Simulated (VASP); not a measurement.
Set up this calculation in VASP 6.6.1, as the native input.

* Task: single point
* Functional: PBE
* Potentials or basis: VASP PAW PBE potentials, release 64 (Hf_pv, O)
* Cutoff: 520 eV
* k mesh: 9 × 9 × 9
* Occupations: fermi-dirac, width 0.05 eV
* Spin: no spin polarisation
* Dipole correction: no
* Further INCAR settings: ALGO = Normal; EDIFF = 1e-07; NBANDS = 18

The structure of HfO2 lies in POSCAR:

```
HfO2
1.0
    0.0000000000      2.4898117817      2.4898117817
    2.4898117817      0.0000000000      2.4898117817
    2.4898117817      2.4898117817      0.0000000000
Hf O
1 2
Direct
    0.0000000000      0.0000000000      0.0000000000
    0.7500000000      0.7500000000      0.7500000000
    0.2500000000      0.2500000000      0.2500000000
```

One way to write it, as run:

INCAR

```
ALGO = Normal
EDIFF = 1E-7
ENCUT = 520
GGA = PE
ISIF = 2
ISMEAR = -1
LASPH = True
LCHARG = False
LREAL = False
LWAVE = False
NBANDS = 18
NELM = 100
PREC = Accurate
SIGMA = 0.05
```

KPOINTS

```
k-points
0
Gamma
  9 9 9
```

Potentials or basis: VASP PAW PBE potentials, release 64 (Hf_pv, O).

Command:

```sh
$ cat potpaw_PBE.64/Hf_pv/POTCAR potpaw_PBE.64/O/POTCAR > POTCAR
$ mpirun -np 1 vasp_std > vasp.out
```

Results of the run:

| Property | Result |
| --- | --- |
| Pressure | 15.7 GPa |
| Band gap on the k mesh | 4.06 eV (least direct gap 4.19 eV) |

Caveat: the cell stands under pressure; spin-orbit coupling is left out, which moves the levels of the heavy elements; an odd mesh through Γ misses points on the zone boundary, where band edges can lie.

Run time: 52 s on 1 thread of Intel Xeon 8259CL, with other jobs on the host, peak memory 0.17 GiB.
